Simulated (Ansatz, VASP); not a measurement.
**Cu: VASP beside Ansatz**

File INCAR:

```
SYSTEM = Cu
ALGO = Normal
EDIFF = 1E-6
ENCUT = 520
GGA = PE
ISIF = 2
ISMEAR = -1
LASPH = .True.
LCHARG = .False.
LREAL = .False.
LWAVE = .False.
NBANDS = 12
NELM = 100
PREC = Accurate
SIGMA = 0.1
```

The input KPOINTS:

```
k-points
0
Gamma
  18 18 18
  0 0 0
```

File POSCAR:

```
Cu
1.0
   -1.3279288536      1.3279288536      1.3279288536
    1.3279288536     -1.3279288536      1.3279288536
    1.3279288536      1.3279288536     -1.3279288536
Cu
1
Direct
    0.0000000000      0.0000000000      0.0000000000
```

Input for Ansatz:

```yaml
crystal:
  lattice:
    - [-1.3279288536, 1.3279288536, 1.3279288536]
    - [1.3279288536, -1.3279288536, 1.3279288536]
    - [1.3279288536, 1.3279288536, -1.3279288536]
  atoms:
    - { symbol: Cu, position: [0.0, 0.0, 0.0] }
kpoints:
  mp_grid: { grid: [18, 18, 18] }
  band_path:
    path:
      - [0.0, 0.0, 0.0]
      - [0.5, -0.5, 0.5]
      - [0.0, 0.0, 0.5]
      - [0.0, 0.0, 0.0]
      - [0.25, 0.25, 0.25]
      - [0.5, -0.5, 0.5]
      - [0.25, 0.25, 0.25]
      - [0.0, 0.0, 0.5]
    npoints: 8
scf:
  occupations: { method: fermi_dirac, width: 0.1 }
hamiltonian:
  xc: pbe
  pseudopotentials: { kind: all_electron, lapw: { basis_error: 0.001 } }
output:
  forces: true
  stress: true
  eigenvalues: true
  populations: true
  dos: { projected: true, de: 0.2, e_range: [-14, 8] }
```

Change from the starting cell: volume scaled by 0.78, LAPW.

Alike in both runs: task single point; functional PBE; k mesh 18 × 18 × 18; occupations fermi-dirac, width 0.1 eV; no spin polarisation.

|  | VASP | Ansatz |
| --- | --- | --- |
| version | VASP 6.6.1 | Ansatz 0.2.0 |
| potentials or method | VASP PAW PBE potentials, release 64 (Cu), cutoff 520 eV | all-electron LAPW, scalar-relativistic |

Ansatz gave:

* pressure (GPa): 64.2

Problem. What did VASP give for the same quantities?

Solution. Pressure (GPa): 64.7.

Both programs put the cell under a high pressure, so it lies far from rest at this level. Ansatz ran all-electron here, and VASP with PAW potentials.

Noted on VASP's run: the cell as given lies far from equilibrium.
